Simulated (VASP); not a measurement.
# SrO (P1) in VASP: single point with PBE

Aim: the single point of SrO with PBE.

Everything below comes from runs of VASP 6.6.1. Logs are shortened: lines on timing, memory, paths and dates and some standing lists are left out, and cuts for length are marked.

## (1) The cell of the first run

The typed cell holds 2 atoms: a = 3.680 Å, b = 3.626 Å, c = 3.677 Å, α = 61.16°, β = 59.91°, γ = 59.00°.

## (2) Single point, PBE (atoms moved at random and the cell strained at random)

File INCAR:

```
ALGO = Normal
EDIFF = 1E-6
ENCUT = 520
GGA = PE
ISIF = 2
ISMEAR = 0
LASPH = T
LCHARG = F
LREAL = F
LWAVE = F
NBANDS = 15
NELM = 60
PREC = Accurate
SIGMA = 0.02
```

File KPOINTS:

```
k-points
0
Gamma
  8 8 8
```

File POSCAR:

```
SrO
1.0
    0.0111529320      2.5933907640      2.6105570280
    2.5208967060      0.0151361220      2.6065738380
    2.5653542460      2.6338651140     -0.0293214180
Sr O
1 1
Direct
   -0.0265701611      0.0234726438     -0.0096894700
    0.5265701611      0.4765273562      0.5096894700
```

Potentials or basis: VASP PAW PBE potentials, release 64 (Sr_sv, O).

Launch:

```sh
$ cat potpaw_PBE.64/Sr_sv/POTCAR potpaw_PBE.64/O/POTCAR > POTCAR
$ mpirun -np 1 vasp_std > vasp.out
```

OUTCAR:

```text
EDIFF = 1E-6
   ENCUT = 520
   GGA = PE
   ISIF = 2
   ISMEAR = 0
   LASPH = T
   LREAL = F
   NELM = 60
   PREC = Accurate

 ion  position               nearest neighbor table
   1  0.973  0.023  0.990-   2 2.42   2 2.48   2 2.61   2 2.62   2 2.65   2 2.79
   2  0.527  0.477  0.510-   1 2.42   1 2.48   1 2.61   1 2.62   1 2.65   1 2.79

  Warning from LATTYP: Got some problem with cell dimensions!
  Tried to take original basis but could not verify dimensions!
  LATTYP: Found a triclinic cell.
 ALAT       =     3.6262068994
 B/A-ratio  =     1.0147748865
 C/A-ratio  =     1.0247253752
 COS(alpha) =     0.0065287545
 COS(beta)  =     0.4986415432
 COS(gamma) =     0.5149996668

  Lattice vectors:

 A1 = (   2.5208967060,   0.0151361220,   2.6065738380)
 A2 = (   0.0111529320,   2.5933907640,   2.6105570280)
 A3 = (  -0.0444575400,  -2.6187289920,   2.6358952560)

Analysis of symmetry for initial positions (statically):
=====================================================================
 Subroutine PRICEL returns:
 Original cell was already a primitive cell.

 Routine SETGRP: Setting up the symmetry group for a
 triclinic supercell.

 Subroutine GETGRP returns: Found  1 space group operations
 (whereof  1 operations were pure point group operations)
 out of a pool of  2 trial point group operations.

The static configuration has the point symmetry C_1 .

Analysis of symmetry for dynamics (positions and initial velocities):
=====================================================================
 Subroutine PRICEL returns:
 Original cell was already a primitive cell.

 Routine SETGRP: Setting up the symmetry group for a
 triclinic supercell.

 Subroutine GETGRP returns: Found  1 space group operations
 (whereof  1 operations were pure point group operations)
 out of a pool of  2 trial point group operations.

The dynamic configuration has the point symmetry C_1 .

 Subroutine INISYM returns: Found  1 space group operations
 (whereof  1 operations are pure point group operations),
 and found     1 'primitive' translations

----------------------------------------------------------------------------------------

                                     Primitive cell

  volume of cell :      34.6885

  direct lattice vectors                    reciprocal lattice vectors
     0.011152932  2.593390764  2.610557028    -0.197927371  0.194897372  0.190289820
[... 90 lines left out ...]
   IBRION =     -1    ionic relax: 0-MD 1-quasi-New 2-CG
   NFREE  =      0    steps in history (QN), initial steepest desc. (CG)
   ISIF   =      2    stress and relaxation
   ISYM   =      2    0-nonsym 1-usesym 2-fastsym
   POTIM  = 0.5000    time-step for ionic-motion
   TEBEG  =    0.0;   TEEND  =   0.0 temperature during run
   PSTRESS=    0.0 pullay stress
   NELECT =      16.0000    total number of electrons
   NUPDOWN=      -1.0000    fix difference up-down
   EMIN   =  10.00;   EMAX   =-10.00  energy-range for DOS
   EFERMI =   0.00;   METHOD = LEGACY
   ISMEAR =     0;   SIGMA  =   0.02  broadening in eV -4-tet -1-fermi 0-gaus
   EFERMI_NEDOS =   21; number of points for ismear=-14 and -15
   IALGO  =     38    algorithm
   IMIX   =      4    mixing-type and parameters
     AMIX     =   0.40;   BMIX     =  1.00
     AMIX_MAG =   1.60;   BMIX_MAG =  1.00
  volume/ion in A,a.u.               =      17.34       117.04
  Fermi-wavevector in a.u.,A,eV,Ry     =   1.264890  2.390296 21.768611  1.599948
  Thomas-Fermi vector in A             =   2.398172
   LORBIT       =      0    0 simple, 1 ext, 2 COOP (PROOUT), +10 PAW based schemes
   GGA     = PE    functional components
   LHFCALC =     F    Hartree Fock is set to
   AEXX    =    0.0000 exact exchange contribution
   IVDW    =     0    specifies the selected vdW correction
   LEPSILON=     F    determine dielectric tensor
   LRPA    =     F    only Hartree local field effects (RPA)
 non-spin polarized calculation
 Gauss-broadening in eV      SIGMA  =   0.02
  energy-cutoff  :      520.00
  volume of cell :       34.69
 maximum number of plane-waves:       946
   NGX = 13   NGY = 13   NGZ = 13

 number of electron      16.0000000 magnetization

 Free energy of the ion-electron system (eV)
  ---------------------------------------------------
  ext. energy  EPLUGINS =         0.00000000
  ---------------------------------------------------
  free energy    TOTEN  =       -11.99747724 eV

  energy without entropy =      -11.99747724  energy(sigma->0) =      -11.99747724

 E-fermi :   1.7634     XC(G=0):  -9.9197

 val. band max:        1.5323804397   @ k =   0.5000  -0.0000   0.5000
 cond. band min:       4.9160782375   @ k =   0.5000  -0.0000   0.5000
 fundamental gap:      3.3836977978
 Fermi energy:         1.7633752614

 k-point     1 :       0.0000    0.0000    0.0000
  band No.  band energies     occupation
      1     -30.8662      2.00000
      2     -13.6141      2.00000
      3     -12.5389      2.00000
      4     -12.5210      2.00000
      5     -12.4317      2.00000
      6       1.4226      2.00000
      7       1.4563      2.00000
      8       1.5266      2.00000
      9       5.3538      0.00000
     10       7.6066      0.00000
     11       7.8432      0.00000
     12       8.1045      0.00000
     13       9.8069      0.00000
     14      10.2241      0.00000
[... 401 lines left out ...]
      2     -14.3578      2.00000
      3     -12.8408      2.00000
      4     -12.7432      2.00000
      5     -12.0343      2.00000
      6       0.3097      2.00000
      7       1.0653      2.00000
      8       1.2572      2.00000
      9       6.0879      0.00000
     10       8.3739      0.00000
     11      10.3372      0.00000
     12      10.6772      0.00000
     13      11.6970      0.00000
     14      12.1829      0.00000
     15      17.2812      0.00000

 [... further k-points ...]
[... 5 lines left out ...]
  --------------------------------------------------------------------------------------
  -------------------------------------------------------------------------------------
  Total        0.9247960      0.8257464     -0.0862613     -0.2018675      0.1059348      0.1617958
  in kB       42.7140492     38.1391939     -3.9841987     -9.3237627      4.8928656      7.4729489
  external PRESSURE =      25.6230148 kB  Pullay stress =       0.0000000 kB

 VOLUME and BASIS-vectors are now :
 -----------------------------------------------------------------------------
  energy-cutoff  :      520.00
  volume of cell :       34.69
      direct lattice vectors                 reciprocal lattice vectors
     0.011152932  2.593390764  2.610557028    -0.197927371  0.194897372  0.190289820
     2.520896706  0.015136122  2.606573838     0.200409150 -0.193070515  0.190944743
     2.565354246  2.633865114 -0.029321418     0.193734142  0.188877286 -0.188462963

 POSITION                                       TOTAL-FORCE (eV/Angst)
 -----------------------------------------------------------------------------------
      2.61053      5.13318      2.57334        -0.201352      0.417472      0.019968
      2.51468      2.71527      2.60180         0.201352     -0.417472     -0.019968
 -----------------------------------------------------------------------------------
    total drift:                               -0.000062      0.000052     -0.000147

  FREE ENERGIE OF THE ION-ELECTRON SYSTEM (eV)
  ---------------------------------------------------
  free  energy   TOTEN  =       -11.9974772373 eV

  energy  without entropy=      -11.9974772373  energy(sigma->0) =      -11.99747724
```

It took 58 s on 1 thread of Intel Xeon 6975P-C (Granite Rapids), shared host; peak memory 0.26 GiB.

Results:

```yaml
Free_energy: -11.9975 eV
Pressure: 2.6 GPa
Largest_force: 0.464 eV/Å
Band_gap_on_the_k_mesh: 3.38 eV, direct
```

Forces in eV/Å, atoms in the order of the input:
```
Sr  -0.201  0.417  0.020
O    0.201 -0.417 -0.020
```

Stress tensor (GPa, compression positive):
```
 4.27 -0.93  0.75
-0.93  3.81  0.49
 0.75  0.49 -0.40
```

Caveat: the cell differs from its parent crystal (atoms moved at random and the cell strained at random). A k mesh can miss the band edges.
